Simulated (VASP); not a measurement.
Set up this calculation in VASP 6.6.1, as the native input.

| Item | Value |
| --- | --- |
| Task | single point |
| Functional | PBEsol |
| Potentials or basis | VASP PAW PBE potentials, release 64 (I) |
| Cutoff | 520 eV |
| k mesh | 14 × 14 × 14 |
| Occupations | fermi-dirac, width 0.05 eV |
| Spin | no spin polarisation |
| Dipole correction | no |
| Further INCAR settings | ALGO = Normal; EDIFF = 1e-07; NBANDS = 10 |

The structure of I lies in POSCAR:

```
I
1.0
    0.0000000000      1.8529978911      1.8529978911
    1.8529978911      0.0000000000      1.8529978911
    1.8529978911      1.8529978911      0.0000000000
I
1
Direct
    0.0000000000      0.0000000000      0.0000000000
```

This cell differs from its parent crystal: volume scaled by 0.4.

One way to write it, as run:

INCAR

```
ALGO = Normal ; EDIFF = 1E-7
ENCUT = 520 ; GGA = PS
ISIF = 2 ; ISMEAR = -1
LASPH = True ; LCHARG = False
LREAL = False ; LWAVE = False
NBANDS = 10 ; NELM = 80
PREC = Accurate ; SIGMA = 0.05
```

KPOINTS

```
k-points
0
Gamma
  14 14 14
```

Potentials or basis: VASP PAW PBE potentials, release 64 (I).

Run with:

```console
$ cat potpaw_PBE.64/I/POTCAR > POTCAR
$ mpirun -np 1 vasp_std > vasp.out
```

It gave:

```yaml
Pressure: 292.3 GPa
```

Caveat: the PAW data sets were made with another functional, which shifts forces and pressure a little; an odd number of electrons without spin polarisation forces a metal; a magnetic or distorted state may lie lower.

Wall time 4.9 s on 1 thread of Intel(R) Xeon(R) 6975P-C (Granite Rapids), on a shared host, peak memory 0.13 GiB.
